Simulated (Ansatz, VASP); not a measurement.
## One calculation of Ga, two programs

INCAR

```
ALGO = Normal
EDIFF = 1E-6
ENCUT = 500
GGA = PE
GGA_COMPAT = F
ISIF = 2
ISMEAR = 0
LASPH = T
LCHARG = T
LELF = T
LREAL = F
LVHAR = T
LWAVE = F
NBANDS = 12
NELM = 120
PREC = Accurate
SIGMA = 0.016
```

The input KPOINTS:

```
k-points
0
Gamma
  10 10 10
```

POSCAR

```
Ga
1.0
    2.7164800000      0.0000000000      0.0000000000
    0.0000000000      2.7164800000      0.0000000000
    0.0000000000      0.0000000000      2.7164800000
Ga
1
Direct
    0.0000000000      0.0000000000      0.0000000000
```

Contents of input.yaml:

```yaml
crystal:
  lattice:
    - [2.71648, 0.0, 0.0]
    - [0.0, 2.71648, 0.0]
    - [0.0, 0.0, 2.71648]
  atoms:
    - { symbol: Ga, position: [0.0, 0.0, 0.0] }
hamiltonian:
  xc: pbe
  pseudopotentials: { kind: paw }
kpoints:
  mp_grid: { grid: [10, 10, 10] }
scf:
  occupations: { method: gaussian, width: 0.016 }
output:
  forces: true
  stress: true
  eigenvalues: true
```

Alike in both runs: task single point; functional PBE; k mesh 10 × 10 × 10; occupations gaussian, width 0.016 eV; no spin polarisation.

|  | VASP | Ansatz |
| --- | --- | --- |
| version | VASP 6.6.1 | Ansatz 0.2.0 |
| potentials or method | VASP PAW PBE potentials, release 64 (Ga_d) | Ansatz PAW |
| plane-wave cutoff (eV) | 500 | 420 |
| valence electrons in the cell | 13 | 13 |

|  | VASP | Ansatz | Ansatz less VASP |
| --- | --- | --- | --- |
| gap on the k mesh at the Fermi level (eV) | none | none | - |
| pressure (GPa) | 0.6 | 0.6 | -0.05 |

A gap of «none» marks a metal or a gap that the smearing closes. With one functional, cell and mesh, what is left measures potentials, basis and numerics.
